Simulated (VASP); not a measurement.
# LiF (P6_3mc) in VASP: a series of runs

The runs below take LiF through single point, with LDA.

Program: VASP 6.6.1. These are calculated values, not measurements. Logs are shortened: lines on timing, memory, paths and dates and some standing lists are left out, and cuts for length are marked.

## Step 1: The cell of the first run

Symmetry: P6_3mc, No. 186, hexagonal system. The conventional cell has a = 2.968 Å, b = 2.968 Å, c = 4.856 Å, α = 90.00°, β = 90.00°, γ = 120.00°. Li (site symmetry 3m) has 4 F at 1.76 to 2.04 Å within 2.3 Å. Within 2.3 Å of F (site symmetry 3m) lie 4 Li at 1.76 to 2.04 Å.

## Step 2: Single point, LDA

INCAR reads:

```
  PREC = Accurate
  ENCUT = 520
  EDIFF = 1E-7
  ISMEAR = 0
  SIGMA = 0.05
  LREAL = F
  LASPH = T
  NELM = 60
  ALGO = Normal
  ISIF = 2
  LWAVE = F
  LCHARG = F
  NBANDS = 18
```

KPOINTS reads:

```
Automatic mesh
0
Gamma
  9 9 6
```

POSCAR reads:

```
LiF
1.0
    2.9680706168      0.0000000000      0.0000000000
   -1.4840353084      2.5704245544      0.0000000000
    0.0000000000      0.0000000000      4.8557635292
Li F
2 2
Direct
    0.3333333333      0.6666666667      0.4120529761
    0.6666666667      0.3333333333      0.9120529761
    0.3333333333      0.6666666667      0.9910195924
    0.6666666667      0.3333333333      0.4910195924
```

Potentials or basis: VASP PAW LDA potentials, release 64 (Li_sv, F).

Run with:

```console
> cat potpaw_LDA.64/Li_sv/POTCAR potpaw_LDA.64/F/POTCAR > POTCAR
> mpirun -np 1 vasp_std > vasp.out
```

OUTCAR:

```text
PREC = Accurate
   ENCUT = 520
   EDIFF = 1E-7
   ISMEAR = 0
   LREAL = F
   LASPH = T
   NELM = 60
   ISIF = 2

 ion  position               nearest neighbor table
   1  0.333  0.667  0.412-   4 1.76   4 1.76   4 1.76   3 2.04
   2  0.667  0.333  0.912-   3 1.76   3 1.76   3 1.76   4 2.04
   3  0.333  0.667  0.991-   2 1.76   2 1.76   2 1.76   1 2.04
   4  0.667  0.333  0.491-   1 1.76   1 1.76   1 1.76   2 2.04

  LATTYP: Found a hexagonal cell.
 ALAT       =     2.9680706168
 C/A-ratio  =     1.6360000000

  Lattice vectors:

 A1 = (   2.9680706168,   0.0000000000,   0.0000000000)
 A2 = (  -1.4840353084,   2.5704245544,   0.0000000000)
 A3 = (   0.0000000000,   0.0000000000,   4.8557635292)

Analysis of symmetry for initial positions (statically):
=====================================================================
 Subroutine PRICEL returns:
 Original cell was already a primitive cell.

 Routine SETGRP: Setting up the symmetry group for a
 hexagonal supercell.

 Subroutine GETGRP returns: Found 12 space group operations
 (whereof  6 operations were pure point group operations)
 out of a pool of 24 trial point group operations.

The static configuration has the point symmetry C_3v.
 The point group associated with its full space group is C_6v.

Analysis of symmetry for dynamics (positions and initial velocities):
=====================================================================
 Subroutine PRICEL returns:
 Original cell was already a primitive cell.

 Routine SETGRP: Setting up the symmetry group for a
 hexagonal supercell.

 Subroutine GETGRP returns: Found 12 space group operations
 (whereof  6 operations were pure point group operations)
 out of a pool of 24 trial point group operations.

The dynamic configuration has the point symmetry C_3v.
 The point group associated with its full space group is C_6v.

 Subroutine INISYM returns: Found 12 space group operations
 (whereof  6 operations are pure point group operations),
 and found     1 'primitive' translations

----------------------------------------------------------------------------------------

                                     Primitive cell

  volume of cell :      37.0456

  direct lattice vectors                    reciprocal lattice vectors
     2.968070617  0.000000000  0.000000000     0.336919207  0.194520395  0.000000000
    -1.484035308  2.570424554  0.000000000     0.000000000  0.389040790  0.000000000
     0.000000000  0.000000000  4.855763529     0.000000000  0.000000000  0.205940836

  length of vectors
     2.968070617  2.968070617  4.855763529     0.389040790  0.389040790  0.205940836

  position of ions in fractional coordinates (direct lattice)
     0.333333333  0.666666667  0.412052976
     0.666666667  0.333333333  0.912052976
     0.333333333  0.666666667  0.991019592
     0.666666667  0.333333333  0.491019592

  ion indices of the primitive-cell ions
   primitive index   ion index
                 1           1
                 2           2
                 3           3
                 4           4

----------------------------------------------------------------------------------------

 KPOINTS: Automatic mesh

Automatic generation of k-mesh.
 Grid dimensions read from file:
 generate k-points for:    9    9    6

 Generating k-lattice:

  Cartesian coordinates                     Fractional coordinates (reciprocal lattice)
     0.037435467  0.021613377  0.000000000     0.111111111  0.000000000  0.000000000
     0.000000000  0.043226754  0.000000000     0.000000000  0.111111111  0.000000000
     0.000000000  0.000000000  0.034323473     0.000000000  0.000000000  0.166666667

  Length of vectors
     0.043226754  0.043226754  0.034323473

  Shift w.r.t. Gamma in fractional coordinates (k-lattice)
     0.000000000  0.000000000  0.000000000

 Subroutine IBZKPT returns following result:
 ===========================================

 Found     48 irreducible k-points:

 Following reciprocal coordinates:
            Coordinates               Weight
  0.000000  0.000000  0.000000      1.000000
  0.111111 -0.000000  0.000000      6.000000
  0.222222 -0.000000  0.000000      6.000000
  0.333333 -0.000000  0.000000      6.000000
  0.444444 -0.000000  0.000000      6.000000
  0.111111  0.111111  0.000000      6.000000
[... 16 lines left out ...]
  0.333333  0.222222  0.166667     24.000000
  0.333333  0.333333  0.166667      4.000000
 [... further k-points ...]
   k-points           NKPTS =     48   k-points in BZ     NKDIM =     48   number of bands    NBANDS=     18
   number of dos      NEDOS =    301   number of ions     NIONS =      4
   total plane-waves  NPLWV =  20736
   dimension x,y,z NGX =    24 NGY =   24 NGZ =   36
   dimension x,y,z NGXF=    48 NGYF=   48 NGZF=   72
   ions per type =               2   2
   NGX,Y,Z   is equivalent  to a cutoff of  13.44, 13.44, 12.33 a.u.
   NGXF,Y,Z  is equivalent  to a cutoff of  26.89, 26.89, 24.65 a.u.
 SYSTEM =  unknown system
   PREC   = accura    normal or accurate (medium, high low for compatibility)
   ISTART =      0    job   : 0-new  1-cont  2-samecut
   ICHARG =      2    charge: 1-file 2-atom 10-const
   ISPIN  =      1    spin polarized calculation?
   LNONCOLLINEAR =      F non collinear calculations
   LSORBIT =      F    spin-orbit coupling
   LASPH  =      T    aspherical Exc in radial PAW
   ENCUT  =  520.0 eV  38.22 Ry    6.18 a.u.   5.52  5.52  9.03*2*pi/ulx,y,z
   NELM   =     60;   NELMIN=  2; NELMDL= -5     # of ELM steps
   EDIFF  = 0.1E-06   stopping-criterion for ELM
   LREAL  =      F    real-space projection
   EDIFFG = 0.1E-05   stopping-criterion for IOM
   NSW    =      0    number of steps for IOM
   IBRION =     -1    ionic relax: 0-MD 1-quasi-New 2-CG
   NFREE  =      0    steps in history (QN), initial steepest desc. (CG)
   ISIF   =      2    stress and relaxation
   ISYM   =      2    0-nonsym 1-usesym 2-fastsym
   POTIM  = 0.5000    time-step for ionic-motion
   TEBEG  =    0.0;   TEEND  =   0.0 temperature during run
   PSTRESS=    0.0 pullay stress
   NELECT =      20.0000    total number of electrons
   NUPDOWN=      -1.0000    fix difference up-down
   EMIN   =  10.00;   EMAX   =-10.00  energy-range for DOS
   EFERMI =   0.00;   METHOD = LEGACY
   ISMEAR =     0;   SIGMA  =   0.05  broadening in eV -4-tet -1-fermi 0-gaus
   EFERMI_NEDOS =   21; number of points for ismear=-14 and -15
   IALGO  =     38    algorithm
   IMIX   =      4    mixing-type and parameters
     AMIX     =   0.40;   BMIX     =  1.00
     AMIX_MAG =   1.60;   BMIX_MAG =  1.00
  volume/ion in A,a.u.               =       9.26        62.50
  Fermi-wavevector in a.u.,A,eV,Ry     =   1.333028  2.519058 24.177060  1.776964
  Thomas-Fermi vector in A             =   2.461918
   LORBIT       =      0    0 simple, 1 ext, 2 COOP (PROOUT), +10 PAW based schemes
   GGA     = CA    functional components
   LHFCALC =     F    Hartree Fock is set to
   AEXX    =    0.0000 exact exchange contribution
   IVDW    =     0    specifies the selected vdW correction
   LEPSILON=     F    determine dielectric tensor
   LRPA    =     F    only Hartree local field effects (RPA)
 non-spin polarized calculation
 Gauss-broadening in eV      SIGMA  =   0.05
  energy-cutoff  :      520.00
  volume of cell :       37.05
 maximum number of plane-waves:      1038
 NGX is ok and might be reduce to    24

 number of electron      20.0000027 magnetization

 Free energy of the ion-electron system (eV)
  ---------------------------------------------------
  ext. energy  EPLUGINS =         0.00000000
  ---------------------------------------------------
  free energy    TOTEN  =       -20.68293964 eV

  energy without entropy =      -20.68293964  energy(sigma->0) =      -20.68293964

 E-fermi :  -2.1340     XC(G=0):  -9.8580

 val. band max:       -2.3510734499   @ k =   0.0000   0.0000   0.0000
 cond. band min:       5.3881728878   @ k =   0.0000   0.0000   0.0000
 fundamental gap:      7.7392463377
 Fermi energy:        -2.1340304797

 k-point     1 :       0.0000    0.0000    0.0000
  band No.  band energies     occupation
      1     -41.5542      2.00000
      2     -41.5041      2.00000
      3     -21.5644      2.00000
      4     -21.2479      2.00000
      5      -5.0115      2.00000
      6      -2.9835      2.00000
[... 10 lines left out ...]
     17      17.5491      0.00000
     18      17.5491      0.00000

 k-point     2 :       0.1111   -0.0000    0.0000
  band No.  band energies     occupation
      1     -41.5472      2.00000
      2     -41.4998      2.00000
      3     -21.5521      2.00000
      4     -21.2528      2.00000
      5      -4.9187      2.00000
      6      -3.1281      2.00000
[... 10 lines left out ...]
     17      17.8407      0.00000
     18      17.8927      0.00000

 k-point     3 :       0.2222   -0.0000    0.0000
  band No.  band energies     occupation
      1     -41.5289      2.00000
      2     -41.4894      2.00000
      3     -21.5166      2.00000
      4     -21.2665      2.00000
      5      -4.6712      2.00000
      6      -3.5458      2.00000
[... 10 lines left out ...]
     17      17.9835      0.00000
     18      18.2819      0.00000

 k-point     4 :       0.3333   -0.0000    0.0000
  band No.  band energies     occupation
      1     -41.5070      2.00000
      2     -41.4785      2.00000
      3     -21.4672      2.00000
      4     -21.2899      2.00000
      5      -4.4616      2.00000
      6      -3.8949      2.00000
[... 375 lines left out ...]
      4     -21.3127      2.00000
      5      -4.4290      2.00000
      6      -4.1704      2.00000
[... 10 lines left out ...]
     17      17.1451      0.00000
     18      19.2189      0.00000

 k-point    23 :       0.3333    0.2222    0.1667
  band No.  band energies     occupation
      1     -41.4822      2.00000
      2     -41.4726      2.00000
      3     -21.3929      2.00000
      4     -21.3357      2.00000
      5      -4.7246      2.00000
      6      -3.9935      2.00000
[... 10 lines left out ...]
     17      16.4271      0.00000
     18      19.1757      0.00000

 k-point    24 :       0.3333    0.3333    0.1667
  band No.  band energies     occupation
      1     -41.4746      2.00000
      2     -41.4746      2.00000
      3     -21.3610      2.00000
      4     -21.3610      2.00000
      5      -4.8344      2.00000
      6      -3.9483      2.00000
[... 10 lines left out ...]
     17      16.0450      0.00000
     18      19.5069      0.00000

 [... further k-points ...]

------------------------ aborting loop because EDIFF is reached ----------------------------------------

  FORCE on cell =-STRESS in cart. coord.  units (eV):
  Direction    XX          YY          ZZ          XY          YZ          ZX
  --------------------------------------------------------------------------------------
  -------------------------------------------------------------------------------------
  Total        1.2833070      1.2833070     -1.2934159      0.0000000      0.0000000      0.0000000
  in kB       55.5014771     55.5014771    -55.9386730      0.0000000      0.0000000      0.0000000
  external PRESSURE =      18.3547604 kB  Pullay stress =       0.0000000 kB

 VOLUME and BASIS-vectors are now :
 -----------------------------------------------------------------------------
  energy-cutoff  :      520.00
  volume of cell :       37.05
      direct lattice vectors                 reciprocal lattice vectors
     2.968070617  0.000000000  0.000000000     0.336919207  0.194520395  0.000000000
    -1.484035308  2.570424554  0.000000000     0.000000000  0.389040790  0.000000000
     0.000000000  0.000000000  4.855763529     0.000000000  0.000000000  0.205940836

 POSITION                                       TOTAL-FORCE (eV/Angst)
 -----------------------------------------------------------------------------------
     -0.00000      1.71362      2.00083         0.000000      0.000000     -0.422681
      1.48404      0.85681      4.42871        -0.000000      0.000000     -0.422681
     -0.00000      1.71362      4.81216        -0.000000      0.000000      0.422681
      1.48404      0.85681      2.38428         0.000000     -0.000000      0.422681
 -----------------------------------------------------------------------------------
    total drift:                                0.000001      0.000001      0.000998

  FREE ENERGIE OF THE ION-ELECTRON SYSTEM (eV)
  ---------------------------------------------------
  free  energy   TOTEN  =       -20.6829396422 eV

  energy  without entropy=      -20.6829396422  energy(sigma->0) =      -20.68293964
```

Wall time 28 s (1 thread of Intel Xeon 8259CL, shared host); peak memory 0.14 GiB.

What came out:

- Free energy: -20.6829 eV
- Largest force: 0.423 eV/Å
- Band gap on the k mesh: 7.74 eV

Forces in eV/Å, atoms in the order of the input:
```
Li   0.000  0.000 -0.423
Li   0.000  0.000 -0.423
F    0.000  0.000  0.423
F    0.000  0.000  0.423
```

Caveat: the cell differs from its parent crystal (atoms shifted along a free coordinate, c/a of the conventional cell at fixed volume 1.6360); the cutoff is under 1.25 times the usual one of these potentials, so pressure, stress and relaxed cells hold a basis-set (Pulay) error; an odd mesh through Γ misses points on the zone boundary, where band edges can lie.

## Step 3: Single point, LDA

This run uses another cell than the first one, of the same volume but with other edges.

INCAR reads:

```
SYSTEM = LiF
ALGO = Normal ; EDIFF = 1E-6
ENCUT = 520 ; GGA = CA
ISIF = 2 ; ISMEAR = 0
LASPH = .TRUE. ; LCHARG = .TRUE.
LELF = .TRUE. ; LREAL = .FALSE.
LVHAR = .TRUE. ; LWAVE = .FALSE.
NBANDS = 18 ; NELM = 60
PREC = Accurate ; SIGMA = 0.05
```

KPOINTS reads:

```
k-points
0
G
  9 9 6
  0 0 0
```

POSCAR reads:

```
LiF
1.0
    3.1154738578      0.0000000000      0.0000000000
   -1.5577369289      2.6980795057      0.0000000000
    0.0000000000      0.0000000000      4.4071493192
Li F
2 2
Direct
    0.3333333333      0.6666666667      0.4214111656
    0.6666666667      0.3333333333      0.9214111656
    0.3333333333      0.6666666667      0.9910195924
    0.6666666667      0.3333333333      0.4910195924
```

Potentials or basis: VASP PAW LDA potentials, release 64 (Li_sv, F).

Run with:

```console
> cat potpaw_LDA.64/Li_sv/POTCAR potpaw_LDA.64/F/POTCAR > POTCAR
> mpirun -np 1 vasp_std > vasp.out
```

Run time: 26 s. Hardware: 1 thread of Intel Xeon 8259CL, shared host; peak memory 0.14 GiB.

The run converged. Its results:

- Free energy: -20.8035 eV
- Largest force: 0.068 eV/Å
- Band gap on the k mesh: 7.59 eV

Forces in eV/Å, atoms in the order of the input:
```
Li   0.000  0.000 -0.068
Li   0.000  0.000 -0.068
F    0.000  0.000  0.068
F    0.000  0.000  0.068
```

Levels at points of the mesh, in eV from the valence-band top:
```tsv
k point	band 6	band 7	band 8	band 9	band 10	band 11	band 12	band 13	band 14	band 15
(0.00, 0.00, 0.00)	-1.04	-1.04	-0.53	-0.53	0.00	7.59	12.69	15.79	17.40	17.40
(0.00, 0.00, 0.50)	-1.48	-0.78	-0.78	-0.78	-0.78	9.61	9.61	17.67	17.67	17.67
```

Caveat: the cell differs from its parent crystal (atoms shifted along a free coordinate, c/a of the conventional cell at fixed volume 1.4146); the cutoff is under 1.25 times the usual one of these potentials, so pressure, stress and relaxed cells hold a basis-set (Pulay) error; an odd mesh through Γ misses points on the zone boundary, where band edges can lie.

## Step 4: Single point, LDA

INCAR reads:

```
SYSTEM = LiF
PREC = Accurate ; ENCUT = 520
EDIFF = 1E-7 ; ISMEAR = 0
SIGMA = 0.05 ; LREAL = .False.
LASPH = .True. ; NELM = 60
ALGO = Normal ; ISIF = 2
LWAVE = .False. ; LCHARG = .False.
GGA = CA ; NBANDS = 18
```

KPOINTS reads:

```
Automatic mesh
0
Gamma
  9 9 6
  0 0 0
```

POSCAR reads:

```
LiF
1.0
    2.9680706168      0.0000000000      0.0000000000
   -1.4840353084      2.5704245544      0.0000000000
    0.0000000000      0.0000000000      4.8557635292
Li F
2 2
Direct
    0.3333333333      0.6666666667      0.3371874601
    0.6666666667      0.3333333333      0.8371874601
    0.3333333333      0.6666666667      0.9910195924
    0.6666666667      0.3333333333      0.4910195924
```

Run with:

```console
> cat potpaw_LDA.64/Li_sv/POTCAR potpaw_LDA.64/F/POTCAR > POTCAR
> mpirun -np 1 vasp_std > vasp.out
```

It took 30 s on 1 thread of Intel Xeon 8259CL, shared host; peak memory 0.14 GiB.

It converged, with:

| Property | Result |
| --- | --- |
| Free energy | -20.6777 eV |
| Largest force | 0.938 eV/Å |
| Band gap on the k mesh | 7.86 eV |

Forces in eV/Å, atoms in the order of the input:
```
Li   0.000  0.000  0.938
Li   0.000  0.000  0.938
F    0.000  0.000 -0.938
F    0.000  0.000 -0.938
```

Levels at points of the mesh, in eV from the valence-band top:
```tsv
k point	band 7	band 8	band 9	band 10	band 11	band 12	band 13	band 14
(0.00, 0.00, 0.00)	-0.33	-0.31	0.00	0.00	7.86	11.95	15.16	19.15
(0.00, 0.00, 0.50)	-0.16	-0.16	-0.16	-0.16	9.39	9.39	17.76	17.76
```

Caveat: the cell differs from its parent crystal (atoms shifted along a free coordinate, c/a of the conventional cell at fixed volume 1.6360); the cutoff is under 1.25 times the usual one of these potentials, so pressure, stress and relaxed cells hold a basis-set (Pulay) error; an odd mesh through Γ misses points on the zone boundary, where band edges can lie.

## Step 5: Single point, LDA (9.26 Å³/atom, c/a of the conventional cell at fixed volume 1.4884)

INCAR reads:

```
SYSTEM = LiF
  PREC = Accurate
  ENCUT = 520
  EDIFF = 1E-7
  ISMEAR = 0
  SIGMA = 0.05
  LREAL = .FALSE.
  LASPH = .TRUE.
  NELM = 80
  ALGO = Normal
  ISIF = 2
  LWAVE = .FALSE.
  LCHARG = .FALSE.
  GGA = CA
  NBANDS = 18
```

KPOINTS reads:

```
regular mesh
0
G
  9 9 6
  0 0 0
```

POSCAR reads:

```
LiF
1.0
    3.0631065845      0.0000000000      0.0000000000
   -1.5315532922      2.6527281167      0.0000000000
    0.0000000000      0.0000000000      4.5591278403
Li F
2 2
Direct
    0.3333333333      0.6666666667      0.3933365971
    0.6666666667      0.3333333333      0.8933365971
    0.3333333333      0.6666666667      0.9910195924
    0.6666666667      0.3333333333      0.4910195924
```

Run with:

```console
> cat potpaw_LDA.64/Li_sv/POTCAR potpaw_LDA.64/F/POTCAR > POTCAR
> mpirun -np 1 vasp_std > vasp.out
```

It took 34 s on 1 thread of Intel Xeon 8259CL, shared host; peak memory 0.14 GiB.

It converged, with:

| Property | Result |
| --- | --- |
| Free energy | -20.8089 eV |
| Largest force | 0.011 eV/Å |
| Band gap on the k mesh | 7.74 eV |

Forces in eV/Å, atoms in the order of the input:
```
Li   0.000  0.000  0.011
Li   0.000  0.000  0.011
F    0.000  0.000 -0.011
F    0.000  0.000 -0.011
```

Levels at points of the mesh, in eV from the valence-band top:
| k point | band 8 | band 9 | band 10 | band 11 | band 12 | band 13 |
| --- | --- | --- | --- | --- | --- | --- |
| (0.00, 0.00, 0.00) | -0.34 | -0.34 | 0.00 | 7.74 | 12.37 | 15.77 |
| (0.00, 0.00, 0.50) | -0.56 | -0.56 | -0.56 | 9.58 | 9.58 | 18.01 |

Caveat: the cell differs from its parent crystal (c/a of the conventional cell at fixed volume 1.4884); the cutoff is under 1.25 times the usual one of these potentials, so pressure, stress and relaxed cells hold a basis-set (Pulay) error; an odd mesh through Γ misses points on the zone boundary, where band edges can lie.

## Step 6: Summary

| cell | gap on the mesh (eV) | largest force (eV/Å) |
| --- | --- | --- |
| a = 2.968, b = 2.968, c = 4.856 Å, angles 90.0, 90.0, 120.0°, 4 atoms, atomic positions A | 7.74 | 0.42 |
| a = 3.115, b = 3.115, c = 4.407 Å, angles 90.0, 90.0, 120.0°, 4 atoms, atomic positions B | 7.59 | 0.07 |
| a = 2.968, b = 2.968, c = 4.856 Å, angles 90.0, 90.0, 120.0°, 4 atoms, atomic positions C | 7.86 | 0.94 |
| a = 3.063, b = 3.063, c = 4.559 Å, angles 90.0, 90.0, 120.0°, 4 atoms, atomic positions D | 7.74 | 0.01 |

Alike in all rows: task single point; level LDA; potentials or basis VASP PAW LDA potentials, release 64 (Li_sv, F); no spin polarisation; k mesh 9 × 9 × 6; cutoff (eV) 520; smearing gaussian 0.05 eV.

Caveats: the cutoff is under 1.25 times the usual one of these potentials, so pressure, stress and relaxed cells hold a basis-set (Pulay) error; an odd mesh through Γ misses points on the zone boundary, where band edges can lie.

Total energies depend on the potentials used, so only differences within one code and one set of settings carry meaning.
